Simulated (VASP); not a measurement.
# BaHfO3 (Pm-3m) in VASP: a series of runs

BaHfO3 is run at these levels: PBE; tasks: single point.

Everything below comes from runs of VASP 6.6.1. Logs are shortened: lines on timing, memory, paths and dates and some standing lists are left out, and cuts for length are marked.

### Step 1. The cell of the first run

The structure is cubic, space group Pm-3m (No. 221). Conventional cell: a = 4.177 Å, b = 4.177 Å, c = 4.177 Å, α = 90.00°, β = 90.00°, γ = 90.00°. Ba (site symmetry m-3m) has 12 O at 2.95 Å and 8 Hf at 3.62 Å within 3.9 Å. Within 2.8 Å of Hf (site symmetry m-3m) lie 6 O at 2.09 Å. O (site symmetry 4/mmm) has 2 Hf at 2.09 Å within 2.8 Å.

### Step 2. Single point, PBE

Input file INCAR:

```
SYSTEM = BaHfO3
  PREC = Accurate
  ENCUT = 520
  EDIFF = 1E-6
  ISMEAR = 0
  SIGMA = 0.01
  LREAL = .False.
  LASPH = .True.
  NELM = 100
  ALGO = Normal
  ISIF = 2
  LWAVE = .False.
  LCHARG = .False.
  GGA = PE
  NBANDS = 27
```

Input file KPOINTS:

```
regular mesh
0
Gamma
  4 4 4
  0 0 0
```

Input file POSCAR:

```
BaHfO3
1.0
    4.1770517754      0.0000000000      0.0000000000
    0.0000000000      4.1770517754      0.0000000000
    0.0000000000      0.0000000000      4.1770487585
Ba Hf O
1 1 3
Direct
    0.5000000000      0.5000000000      0.9979971537
    0.0000000000      0.0000000000      0.4979944541
    0.0000000000      0.5000000000      0.4980131360
    0.5000000000      0.0000000000      0.4980131360
    0.0000000000      0.0000000000      0.9980039101
```

Potentials or basis: VASP PAW PBE potentials, release 64 (Ba_sv, Hf_pv, O).

Started as:

```console
cat potpaw_PBE.64/Ba_sv/POTCAR potpaw_PBE.64/Hf_pv/POTCAR potpaw_PBE.64/O/POTCAR > POTCAR
mpirun -np 1 vasp_std > vasp.out
```

OUTCAR:

```text
SYSTEM = BaHfO3
   PREC = Accurate
   ENCUT = 520
   EDIFF = 1E-6
   ISMEAR = 0
   LREAL = .False.
   LASPH = .True.
   NELM = 100
   ISIF = 2
   GGA = PE

 ion  position               nearest neighbor table
   1  0.500  0.500  0.998-   3 2.95   4 2.95   4 2.95   3 2.95   5 2.95   5 2.95   5 2.95   5 2.95
                             3 2.95   4 2.95   4 2.95   3 2.95   2 3.62   2 3.62   2 3.62   2 3.62
   2  0.000  0.000  0.498-   5 2.09   4 2.09   3 2.09   3 2.09   4 2.09   5 2.09   1 3.62   1 3.62
                             1 3.62   1 3.62   1 3.62   1 3.62   1 3.62   1 3.62
   3  0.000  0.500  0.498-   2 2.09   2 2.09   1 2.95   1 2.95   1 2.95   1 2.95
   4  0.500  0.000  0.498-   2 2.09   2 2.09   1 2.95   1 2.95   1 2.95   1 2.95
   5  0.000  0.000  0.998-   2 2.09   2 2.09   1 2.95   1 2.95   1 2.95   1 2.95

  LATTYP: Found a simple cubic cell.
 ALAT       =     4.1770517754

  Lattice vectors:

 A1 = (   4.1770517754,   0.0000000000,   0.0000000000)
 A2 = (   0.0000000000,   4.1770517754,   0.0000000000)
 A3 = (   0.0000000000,   0.0000000000,   4.1770487585)

Analysis of symmetry for initial positions (statically):
=====================================================================
 Subroutine PRICEL returns:
 Original cell was already a primitive cell.

 Routine SETGRP: Setting up the symmetry group for a
 simple cubic supercell.

 Subroutine GETGRP returns: Found  8 space group operations
 (whereof  8 operations were pure point group operations)
 out of a pool of 48 trial point group operations.

The static configuration has the point symmetry C_4v.

Analysis of symmetry for dynamics (positions and initial velocities):
=====================================================================
 Subroutine PRICEL returns:
 Original cell was already a primitive cell.

 Routine SETGRP: Setting up the symmetry group for a
 simple cubic supercell.

 Subroutine GETGRP returns: Found  8 space group operations
 (whereof  8 operations were pure point group operations)
 out of a pool of 48 trial point group operations.

The dynamic configuration has the point symmetry C_4v.

 Subroutine INISYM returns: Found  8 space group operations
 (whereof  8 operations are pure point group operations),
 and found     1 'primitive' translations

----------------------------------------------------------------------------------------

                                     Primitive cell

  volume of cell :      72.8802

  direct lattice vectors                    reciprocal lattice vectors
     4.177051775  0.000000000  0.000000000     0.239403305  0.000000000  0.000000000
     0.000000000  4.177051775  0.000000000     0.000000000  0.239403305  0.000000000
     0.000000000  0.000000000  4.177048758     0.000000000  0.000000000  0.239403478

  length of vectors
     4.177051775  4.177051775  4.177048758     0.239403305  0.239403305  0.239403478

  position of ions in fractional coordinates (direct lattice)
     0.500000000  0.500000000  0.997997154
     0.000000000  0.000000000  0.497994454
     0.000000000  0.500000000  0.498013136
     0.500000000  0.000000000  0.498013136
     0.000000000  0.000000000  0.998003910

  ion indices of the primitive-cell ions
   primitive index   ion index
                 1           1
                 2           2
                 3           3
                 4           4
                 5           5

----------------------------------------------------------------------------------------

 KPOINTS: regular mesh

Automatic generation of k-mesh.
 Grid dimensions read from file:
 generate k-points for:    4    4    4

 Generating k-lattice:

  Cartesian coordinates                     Fractional coordinates (reciprocal lattice)
     0.059850826  0.000000000  0.000000000     0.250000000  0.000000000  0.000000000
     0.000000000  0.059850826  0.000000000     0.000000000  0.250000000  0.000000000
     0.000000000  0.000000000  0.059850869     0.000000000  0.000000000  0.250000000

  Length of vectors
     0.059850826  0.059850826  0.059850869

  Shift w.r.t. Gamma in fractional coordinates (k-lattice)
     0.000000000  0.000000000  0.000000000

 Subroutine IBZKPT returns following result:
 ===========================================

 Found     18 irreducible k-points:

 Following reciprocal coordinates:
            Coordinates               Weight
  0.000000  0.000000  0.000000      1.000000
  0.250000  0.000000  0.000000      4.000000
  0.000000  0.000000  0.250000      2.000000
  0.500000  0.000000  0.000000      2.000000
  0.000000  0.000000  0.500000      1.000000
  0.250000  0.250000  0.000000      4.000000
[... 10 lines left out ...]
  0.250000  0.500000  0.500000      4.000000
  0.500000  0.500000  0.500000      1.000000
   k-points           NKPTS =     18   k-points in BZ     NKDIM =     18   number of bands    NBANDS=     27
   number of dos      NEDOS =    301   number of ions     NIONS =      5
   total plane-waves  NPLWV =  32768
   dimension x,y,z NGX =    32 NGY =   32 NGZ =   32
   dimension x,y,z NGXF=    64 NGYF=   64 NGZF=   64
   ions per type =               1   1   3
   NGX,Y,Z   is equivalent  to a cutoff of  12.74, 12.74, 12.74 a.u.
   NGXF,Y,Z  is equivalent  to a cutoff of  25.47, 25.47, 25.47 a.u.
 SYSTEM =  BaHfO3
   PREC   = accura    normal or accurate (medium, high low for compatibility)
   ISTART =      0    job   : 0-new  1-cont  2-samecut
   ICHARG =      2    charge: 1-file 2-atom 10-const
   ISPIN  =      1    spin polarized calculation?
   LNONCOLLINEAR =      F non collinear calculations
   LSORBIT =      F    spin-orbit coupling
   LASPH  =      T    aspherical Exc in radial PAW
   ENCUT  =  520.0 eV  38.22 Ry    6.18 a.u.   7.77  7.77  7.77*2*pi/ulx,y,z
   NELM   =    100;   NELMIN=  2; NELMDL= -5     # of ELM steps
   EDIFF  = 0.1E-05   stopping-criterion for ELM
   LREAL  =      F    real-space projection
   EDIFFG = 0.1E-04   stopping-criterion for IOM
   NSW    =      0    number of steps for IOM
   IBRION =     -1    ionic relax: 0-MD 1-quasi-New 2-CG
   NFREE  =      0    steps in history (QN), initial steepest desc. (CG)
   ISIF   =      2    stress and relaxation
   ISYM   =      2    0-nonsym 1-usesym 2-fastsym
   POTIM  = 0.5000    time-step for ionic-motion
   TEBEG  =    0.0;   TEEND  =   0.0 temperature during run
   PSTRESS=    0.0 pullay stress
   NELECT =      38.0000    total number of electrons
   NUPDOWN=      -1.0000    fix difference up-down
   EMIN   =  10.00;   EMAX   =-10.00  energy-range for DOS
   EFERMI =   0.00;   METHOD = LEGACY
   ISMEAR =     0;   SIGMA  =   0.01  broadening in eV -4-tet -1-fermi 0-gaus
   EFERMI_NEDOS =   21; number of points for ismear=-14 and -15
   IALGO  =     38    algorithm
   IMIX   =      4    mixing-type and parameters
     AMIX     =   0.40;   BMIX     =  1.00
     AMIX_MAG =   1.60;   BMIX_MAG =  1.00
  volume/ion in A,a.u.               =      14.58        98.36
  Fermi-wavevector in a.u.,A,eV,Ry     =   1.317649  2.489995 23.622406  1.736198
  Thomas-Fermi vector in A             =   2.447675
   LORBIT       =      0    0 simple, 1 ext, 2 COOP (PROOUT), +10 PAW based schemes
   GGA     = PE    functional components
   LHFCALC =     F    Hartree Fock is set to
   AEXX    =    0.0000 exact exchange contribution
   IVDW    =     0    specifies the selected vdW correction
   LEPSILON=     F    determine dielectric tensor
   LRPA    =     F    only Hartree local field effects (RPA)
 non-spin polarized calculation
 Gauss-broadening in eV      SIGMA  =   0.01
  energy-cutoff  :      520.00
  volume of cell :       72.88
 maximum number of plane-waves:      1986
 NGX is ok and might be reduce to    32
   NGX = 15   NGY = 15   NGZ = 15

 number of electron      38.0000004 magnetization

 Free energy of the ion-electron system (eV)
  ---------------------------------------------------
  ext. energy  EPLUGINS =         0.00000000
  ---------------------------------------------------
  free energy    TOTEN  =       -43.53641538 eV

  energy without entropy =      -43.53641538  energy(sigma->0) =      -43.53641538

 E-fermi :   2.5159     XC(G=0): -10.8234

 val. band max:        2.4428567365   @ k =   0.5000   0.5000   0.5000
 cond. band min:       6.0139275467   @ k =   0.0000   0.0000   0.0000
 fundamental gap:      3.5710708101
 Fermi energy:         2.5159162773

 k-point     1 :       0.0000    0.0000    0.0000
  band No.  band energies     occupation
      1     -26.3628      2.00000
      2     -26.3628      2.00000
      3     -26.3628      2.00000
      4     -22.8195      2.00000
      5     -14.2297      2.00000
      6     -13.6933      2.00000
[... 19 lines left out ...]
     26      10.9188      0.00000
     27      10.9194      0.00000

 k-point     2 :       0.2500    0.0000    0.0000
  band No.  band energies     occupation
      1     -26.4293      2.00000
      2     -26.3608      2.00000
      3     -26.3608      2.00000
      4     -22.7830      2.00000
      5     -14.2374      2.00000
      6     -13.6813      2.00000
[... 19 lines left out ...]
     26      10.5325      0.00000
     27      10.9291      0.00000

 k-point     3 :       0.0000    0.0000    0.2500
  band No.  band energies     occupation
      1     -26.4293      2.00000
      2     -26.3608      2.00000
      3     -26.3608      2.00000
      4     -22.7830      2.00000
      5     -14.2375      2.00000
      6     -13.6813      2.00000
[... 19 lines left out ...]
     26      10.5325      0.00000
     27      10.9170      0.00000

 k-point     4 :       0.5000    0.0000    0.0000
  band No.  band energies     occupation
      1     -26.4939      2.00000
      2     -26.3588      2.00000
      3     -26.3588      2.00000
      4     -22.7467      2.00000
      5     -14.3307      2.00000
      6     -13.6689      2.00000
[... 19 lines left out ...]
     26      10.8994      0.00000
     27      11.0520      0.00000
[... 336 lines left out ...]
      4     -22.6976      2.00000
      5     -13.4764      2.00000
      6     -13.0492      2.00000
[... 19 lines left out ...]
     26      10.7570      0.00000
     27      11.9322      0.00000

 k-point    17 :       0.2500    0.5000    0.5000
  band No.  band energies     occupation
      1     -26.4815      2.00000
      2     -26.4815      2.00000
      3     -26.4177      2.00000
      4     -22.6976      2.00000
      5     -13.4764      2.00000
      6     -13.0492      2.00000
[... 19 lines left out ...]
     26      10.7570      0.00000
     27      11.9322      0.00000

 k-point    18 :       0.5000    0.5000    0.5000
  band No.  band energies     occupation
      1     -26.4789      2.00000
      2     -26.4789      2.00000
      3     -26.4789      2.00000
      4     -22.6786      2.00000
      5     -12.9876      2.00000
      6     -12.9876      2.00000
[... 19 lines left out ...]
     26      11.6801      0.00000
     27      11.6802      0.00000

------------------------ aborting loop because EDIFF is reached ----------------------------------------

  FORCE on cell =-STRESS in cart. coord.  units (eV):
  Direction    XX          YY          ZZ          XY          YZ          ZX
  --------------------------------------------------------------------------------------
  -------------------------------------------------------------------------------------
  Total        1.3092265      1.3092265      1.3097217      0.0000000      0.0000000      0.0000000
  in kB       28.7816771     28.7816771     28.7925631      0.0000000      0.0000000      0.0000000
  external PRESSURE =      28.7853058 kB  Pullay stress =       0.0000000 kB

 VOLUME and BASIS-vectors are now :
 -----------------------------------------------------------------------------
  energy-cutoff  :      520.00
  volume of cell :       72.88
      direct lattice vectors                 reciprocal lattice vectors
     4.177051775  0.000000000  0.000000000     0.239403305  0.000000000  0.000000000
     0.000000000  4.177051775  0.000000000     0.000000000  0.239403305  0.000000000
     0.000000000  0.000000000  4.177048758     0.000000000  0.000000000  0.239403478

 POSITION                                       TOTAL-FORCE (eV/Angst)
 -----------------------------------------------------------------------------------
      2.08853      2.08853      4.16868        -0.000000      0.000000      0.000030
      0.00000      0.00000      2.08015        -0.000000     -0.000000      0.000288
      0.00000      2.08853      2.08023        -0.000000     -0.000000     -0.000187
      2.08853      0.00000      2.08023         0.000000     -0.000000     -0.000187
      0.00000      0.00000      4.16871        -0.000000     -0.000000      0.000057
 -----------------------------------------------------------------------------------
    total drift:                                0.000000     -0.000000     -0.000011

  FREE ENERGIE OF THE ION-ELECTRON SYSTEM (eV)
  ---------------------------------------------------
  free  energy   TOTEN  =       -43.5364153794 eV

  energy  without entropy=      -43.5364153794  energy(sigma->0) =      -43.53641538
```

It took 26 s on 1 thread of Intel Xeon 6975P-C, shared host; peak memory 0.19 GiB.

What came out:

* Free energy: -43.5364 eV
* Pressure: 2.9 GPa
* Band gap on the k mesh: 3.57 eV, indirect (least direct gap 3.79 eV)

Caveat: spin-orbit coupling is left out, which moves the levels of the heavy elements. A k mesh can miss the band edges.

### Step 3. Single point, PBE

Input file INCAR:

```
  PREC = Accurate
  ENCUT = 520
  EDIFF = 1E-6
  ISMEAR = 0
  SIGMA = 0.01
  LREAL = F
  LASPH = T
  NELM = 100
  ALGO = Normal
  ISIF = 2
  LWAVE = F
  LCHARG = T
  GGA = PE
  LELF = T
  LVHAR = T
  NBANDS = 27
```

Input file KPOINTS:

```
regular mesh
0
Gamma
  4 4 4
```

POSCAR is that of step 2.

Potentials or basis: VASP PAW PBE potentials, release 64 (Ba_sv, Hf_pv, O).

Started as:

```console
cat potpaw_PBE.64/Ba_sv/POTCAR potpaw_PBE.64/Hf_pv/POTCAR potpaw_PBE.64/O/POTCAR > POTCAR
mpirun -np 1 vasp_std > vasp.out
```

It took 26 s on 1 thread of Intel Xeon 6975P-C, shared host; peak memory 0.2 GiB.

The run converged. Its results:

| Item | Value |
| --- | --- |
| Free energy | -43.5364 eV |
| Pressure | 2.9 GPa |
| Band gap on the k mesh | 3.57 eV, indirect (least direct gap 3.79 eV) |

Levels at points of the mesh, in eV from the valence-band top:
```
           k point  band 16  band 17  band 18  band 19  band 20  band 21  band 22  band 23
(0.00, 0.00, 0.00)    -0.97    -0.22    -0.22    -0.22     3.57     3.57     3.57     4.69
(0.50, 0.00, 0.00)    -1.72    -1.68    -0.53    -0.53     4.13     6.34     6.34     6.49
(0.00, 0.00, 0.50)    -1.72    -1.68    -0.53    -0.53     4.13     6.34     6.34     6.49
(0.50, 0.50, 0.00)    -1.02    -0.93    -0.93    -0.08     6.23     6.23     6.58     6.90
(0.00, 0.50, 0.50)    -1.02    -0.93    -0.93    -0.08     6.23     6.23     6.58     6.90
(0.50, 0.50, 0.50)    -2.52     0.00     0.00     0.00     6.02     6.02     6.02     7.80
```

Caveat: spin-orbit coupling is left out, which moves the levels of the heavy elements. Expect the measured gap to be larger: semilocal functionals such as PBE lack the derivative discontinuity.

### Step 4. Single point, PBE

Input file INCAR:

```
ALGO = Normal
EDIFF = 1E-6
ENCUT = 520
GGA = PE
ISIF = 2
ISMEAR = -1
LASPH = T
LCHARG = F
LREAL = F
LWAVE = F
NBANDS = 27
NELM = 80
PREC = Accurate
SIGMA = 0.001
```

Input file KPOINTS:

```
k-points
0
Gamma
  4 4 4
```

POSCAR is that of step 3.

Potentials or basis: VASP PAW PBE potentials, release 64 (Ba_sv, Hf_pv, O).

Started as:

```console
cat potpaw_PBE.64/Ba_sv/POTCAR potpaw_PBE.64/Hf_pv/POTCAR potpaw_PBE.64/O/POTCAR > POTCAR
mpirun -np 1 vasp_std > vasp.out
```

OUTCAR:

```text
EDIFF = 1E-6
   ENCUT = 520
   GGA = PE
   ISIF = 2
   ISMEAR = -1
   LASPH = T
   LREAL = F
   NELM = 80
   PREC = Accurate

 ion  position               nearest neighbor table
   1  0.500  0.500  0.998-   3 2.95   4 2.95   4 2.95   3 2.95   5 2.95   5 2.95   5 2.95   5 2.95
                             3 2.95   4 2.95   4 2.95   3 2.95   2 3.62   2 3.62   2 3.62   2 3.62
   2  0.000  0.000  0.498-   5 2.09   4 2.09   3 2.09   3 2.09   4 2.09   5 2.09   1 3.62   1 3.62
[... 739 lines left out ...]
  -------------------------------------------------------------------------------------
  Total        1.3092265      1.3092265      1.3097217      0.0000000      0.0000000      0.0000000
  in kB       28.7816779     28.7816779     28.7925635      0.0000000      0.0000000      0.0000000
  external PRESSURE =      28.7853064 kB  Pullay stress =       0.0000000 kB

 VOLUME and BASIS-vectors are now :
 -----------------------------------------------------------------------------
  energy-cutoff  :      520.00
  volume of cell :       72.88
      direct lattice vectors                 reciprocal lattice vectors
     4.177051775  0.000000000  0.000000000     0.239403305  0.000000000  0.000000000
     0.000000000  4.177051775  0.000000000     0.000000000  0.239403305  0.000000000
     0.000000000  0.000000000  4.177048758     0.000000000  0.000000000  0.239403478

 POSITION                                       TOTAL-FORCE (eV/Angst)
 -----------------------------------------------------------------------------------
      2.08853      2.08853      4.16868         0.000000      0.000000      0.000030
      0.00000      0.00000      2.08015         0.000000     -0.000000      0.000288
      0.00000      2.08853      2.08023         0.000000     -0.000000     -0.000187
      2.08853      0.00000      2.08023         0.000000     -0.000000     -0.000187
      0.00000      0.00000      4.16871        -0.000000     -0.000000      0.000057
 -----------------------------------------------------------------------------------
    total drift:                                0.000000     -0.000000     -0.000011

  FREE ENERGIE OF THE ION-ELECTRON SYSTEM (eV)
  ---------------------------------------------------
  free  energy   TOTEN  =       -43.5364153794 eV

  energy  without entropy=      -43.5364153794  energy(sigma->0) =      -43.53641538
```

stdout:

```text
POSCAR found type information on POSCAR BaHfO
 POSCAR found :  3 types and       5 ions
 scaLAPACK will be used
 LDA part: xc-table for (Slater+PW92), standard interpolation
 POSCAR, INCAR and KPOINTS ok, starting setup
 FFT: planning ... GRIDC
 FFT: planning ... GRID_SOFT
 FFT: planning ... GRID
 WAVECAR not read
 entering main loop
```

It took 28 s on 1 thread of Intel Xeon 6975P-C, shared host; peak memory 0.19 GiB.

What came out:

```yaml
Free_energy: -43.5364 eV
Pressure: 2.9 GPa
Band_gap_on_the_k_mesh: 3.57 eV, indirect (least direct gap 3.79 eV)
```

Levels at points of the mesh, in eV from the valence-band top:
```tsv
k point	band 17	band 18	band 19	band 20	band 21	band 22
(0.00, 0.00, 0.00)	-0.22	-0.22	-0.22	3.57	3.57	3.57
(0.50, 0.00, 0.00)	-1.68	-0.53	-0.53	4.13	6.34	6.34
(0.00, 0.00, 0.50)	-1.68	-0.53	-0.53	4.13	6.34	6.34
(0.50, 0.50, 0.00)	-0.93	-0.93	-0.08	6.23	6.23	6.58
(0.00, 0.50, 0.50)	-0.93	-0.93	-0.08	6.23	6.23	6.58
(0.50, 0.50, 0.50)	0.00	0.00	0.00	6.02	6.02	6.02
```

Caveat: spin-orbit coupling is left out, which moves the levels of the heavy elements. A k mesh can miss the band edges.

(Continued in part 2 of 3.)
